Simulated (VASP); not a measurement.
# CoSi2 in VASP: a series of runs, part 2 of 3

VASP 6.6.1.

## 3. Single point, PBE, non-collinear spin, typed start

This run uses another cell than the first one, of 12.80 Å³/atom, 0.961 times its volume.

The input, INCAR:

```
PREC = Accurate
ENCUT = 520
EDIFF = 1E-6
ISMEAR = -1
SIGMA = 0.05
LREAL = F
LASPH = T
NELM = 150
ALGO = Normal
ISIF = 2
LWAVE = F
LCHARG = F
LNONCOLLINEAR = T
MAGMOM = 1.414 1.414 0 0 0 0 0 0 0
LORBIT = 11
LMAXMIX = 4
GGA = PE
NBANDS = 30
```

The input, KPOINTS:

```
regular mesh
0
Gamma
  9 9 9
```

The input, POSCAR:

```
CoSi2
1.0
    0.0000000000      2.6780000000      2.6780000000
    2.6780000000      0.0000000000      2.6780000000
    2.6780000000      2.6780000000      0.0000000000
Co Si
1 2
Direct
    0.0000000000      0.0000000000      0.0000000000
    0.7500000000      0.7500000000      0.7500000000
    0.2500000000      0.2500000000      0.2500000000
```

Potentials or basis: VASP PAW PBE potentials, release 64 (Co, Si).

The run is started by

```console
$ cat potpaw_PBE.64/Co/POTCAR potpaw_PBE.64/Si/POTCAR > POTCAR
$ mpirun -np 1 vasp_ncl > vasp.out
```

OUTCAR:

```text
PREC = Accurate
   ENCUT = 520
   EDIFF = 1E-6
   ISMEAR = -1
   LREAL = F
   LASPH = T
   NELM = 150
   ISIF = 2
   LNONCOLLINEAR = T
   LORBIT = 11
   GGA = PE

 ion  position               nearest neighbor table
   1  0.000  0.000  0.000-   2 2.32   3 2.32   2 2.32   2 2.32   3 2.32   2 2.32   3 2.32   3 2.32

   2  0.750  0.750  0.750-   1 2.32   1 2.32   1 2.32   1 2.32   3 2.68   3 2.68   3 2.68   3 2.68
                             3 2.68   3 2.68
   3  0.250  0.250  0.250-   1 2.32   1 2.32   1 2.32   1 2.32   2 2.68   2 2.68   2 2.68   2 2.68
                             2 2.68   2 2.68

  LATTYP: Found a face centered cubic cell.
 ALAT       =     5.3560000000

  Lattice vectors:

 A1 = (   0.0000000000,   2.6780000000,   2.6780000000)
 A2 = (   2.6780000000,   0.0000000000,   2.6780000000)
 A3 = (   2.6780000000,   2.6780000000,   0.0000000000)

Analysis of symmetry for initial positions (statically):
=====================================================================
 Subroutine PRICEL returns:
 Original cell was already a primitive cell.

 Routine SETGRP: Setting up the symmetry group for a
 face centered cubic supercell.

 Subroutine GETGRP returns: Found 48 space group operations
 (whereof 48 operations were pure point group operations)
 out of a pool of 48 trial point group operations.

The static configuration has the point symmetry O_h .

Analysis of symmetry for dynamics (positions and initial velocities):
=====================================================================
 Subroutine PRICEL returns:
 Original cell was already a primitive cell.

 Routine SETGRP: Setting up the symmetry group for a
 face centered cubic supercell.

 Subroutine GETGRP returns: Found 48 space group operations
 (whereof 48 operations were pure point group operations)
 out of a pool of 48 trial point group operations.

[... 172 lines left out ...]
 fundamental gap:      0.0452765707
 Fermi energy:        10.0620250361

 k-point     1 :       0.0000    0.0000    0.0000
  band No.  band energies     occupation
      1      -3.0318      1.00000
      2      -3.0318      1.00000
      3       6.0173      1.00000
      4       6.0173      1.00000
      5       6.0173      1.00000
      6       6.0175      1.00000
[... 757 lines left out ...]
     28      15.9638      0.00000
     29      18.8555      0.00000

 [... further k-points ...]

 [bands above 29 left out]

------------------------ aborting loop because EDIFF is reached ----------------------------------------

  FORCE on cell =-STRESS in cart. coord.  units (eV):
  Direction    XX          YY          ZZ          XY          YZ          ZX
  --------------------------------------------------------------------------------------
  -------------------------------------------------------------------------------------
  Total        0.0772002      0.0772002      0.0772026      0.0000017      0.0000001     -0.0000001
  in kB        3.2200851      3.2200851      3.2201852      0.0000692      0.0000059     -0.0000045
  external PRESSURE =       3.2201184 kB  Pullay stress =       0.0000000 kB

 VOLUME and BASIS-vectors are now :
 -----------------------------------------------------------------------------
  energy-cutoff  :      520.00
  volume of cell :       38.41
      direct lattice vectors                 reciprocal lattice vectors
     0.000000000  2.678000000  2.678000000    -0.186706497  0.186706497  0.186706497
     2.678000000  0.000000000  2.678000000     0.186706497 -0.186706497  0.186706497
     2.678000000  2.678000000  0.000000000     0.186706497  0.186706497 -0.186706497

 POSITION                                       TOTAL-FORCE (eV/Angst)
 -----------------------------------------------------------------------------------
      0.00000      0.00000      0.00000         0.000000      0.000000      0.000000
      4.01700      4.01700      4.01700        -0.000000      0.000000      0.000001
      1.33900      1.33900      1.33900         0.000000     -0.000000     -0.000001
 -----------------------------------------------------------------------------------
    total drift:                               -0.000000      0.000000      0.000000

  FREE ENERGIE OF THE ION-ELECTRON SYSTEM (eV)
  ---------------------------------------------------
  free  energy   TOTEN  =       -19.2950137871 eV

  energy  without entropy=      -19.2849178623  energy(sigma->0) =      -19.28996582

 total charge

# of ion       s       p       d       tot
------------------------------------------
    1        0.540   0.719   7.596   8.855
    2        0.718   0.873   0.000   1.590
    3        0.718   0.873   0.000   1.590
--------------------------------------------------
tot          1.975   2.465   7.596  12.036

 magnetization (x)

# of ion       s       p       d       tot
------------------------------------------
    1       -0.000  -0.000  -0.000  -0.000
    2        0.000   0.000   0.000   0.000
    3        0.000   0.000   0.000   0.000
--------------------------------------------------
tot          0.000   0.000  -0.000  -0.000

 magnetization (y)

# of ion       s       p       d       tot
------------------------------------------
    1       -0.000  -0.000  -0.000  -0.000
    2        0.000   0.000   0.000   0.000
    3        0.000   0.000   0.000   0.000
--------------------------------------------------
tot          0.000   0.000  -0.000  -0.000

 magnetization (z)

# of ion       s       p       d       tot
------------------------------------------
    1        0.000   0.000   0.000   0.000
    2        0.000  -0.000   0.000  -0.000
    3       -0.000   0.000   0.000  -0.000
--------------------------------------------------
tot         -0.000  -0.000   0.000  -0.000
```

OSZICAR:

```text
N       E                     dE             d eps       ncg     rms          rms(c)
DAV:   1     0.953868944437E+02    0.95387E+02   -0.68412E+03 12316   0.114E+03
DAV:   2    -0.130933428481E+02   -0.10848E+03   -0.99816E+02 12702   0.262E+02
DAV:   3    -0.201635179022E+02   -0.70702E+01   -0.67667E+01 15070   0.760E+01
DAV:   4    -0.203695476107E+02   -0.20603E+00   -0.20478E+00 15194   0.123E+01
DAV:   5    -0.203772935235E+02   -0.77459E-02   -0.77436E-02 17194   0.237E+00    0.162E+01
DAV:   6    -0.249378865123E+02   -0.45606E+01   -0.24679E+01 14990   0.115E+02    0.196E+01
DAV:   7    -0.192587278455E+02    0.56792E+01   -0.11605E+01 15428   0.926E+01    0.369E+00
DAV:   8    -0.193377187226E+02   -0.78991E-01   -0.14313E+00 16670   0.904E+00    0.229E+00
DAV:   9    -0.192948066192E+02    0.42912E-01   -0.11926E-01 15382   0.667E+00    0.743E-01
DAV:  10    -0.192950807855E+02   -0.27417E-03   -0.64588E-03 17208   0.817E-01    0.372E-01
DAV:  11    -0.192948522224E+02    0.22856E-03   -0.13852E-03 18304   0.411E-01    0.109E-01
DAV:  12    -0.192949890166E+02   -0.13679E-03   -0.30823E-04 16922   0.222E-01    0.541E-02
DAV:  13    -0.192950077110E+02   -0.18694E-04   -0.31080E-05 13812   0.657E-02    0.154E-02
DAV:  14    -0.192950131183E+02   -0.54073E-05   -0.69992E-06 15726   0.300E-02    0.627E-03
DAV:  15    -0.192950137871E+02   -0.66879E-06   -0.10489E-06 12164   0.808E-03
   1 F= -.19295014E+02 E0= -.19289966E+02  d E =-.100959E-01  mag=    -0.0000    -0.0000    -0.0000
```

stdout:

```text
POSCAR found type information on POSCAR CoSi
 POSCAR found :  2 types and       3 ions
 scaLAPACK will be used
 LDA part: xc-table for (Slater+PW92), standard interpolation
 POSCAR, INCAR and KPOINTS ok, starting setup
 FFT: planning ... GRIDC
 FFT: planning ... GRID_SOFT
 FFT: planning ... GRID
 WAVECAR not read
 entering main loop
```

It used 1100 s of CPU time on 1 thread of AMD EPYC 7R13 Processor (Zen 3), with other jobs on the host.

Results:

```yaml
Free_energy: -19.2950 eV
Pressure: 0.3 GPa
Band_gap_on_the_k_mesh: zero (band 17 reaches 13.50 eV, above the bottom of band 18 at 8.75 eV)
Net_moment: 0.00 μB per cell
Valence_electrons_inside_the_program's_atomic_spheres: Co 8.86; Si 1.59
```

Moments on the atoms (μB; x, y, z):
```
Co  0.00 0.00 0.00
Si  0.00 0.00 0.00
Si  0.00 0.00 0.00
```

(Part 2 of 3 ends here.)
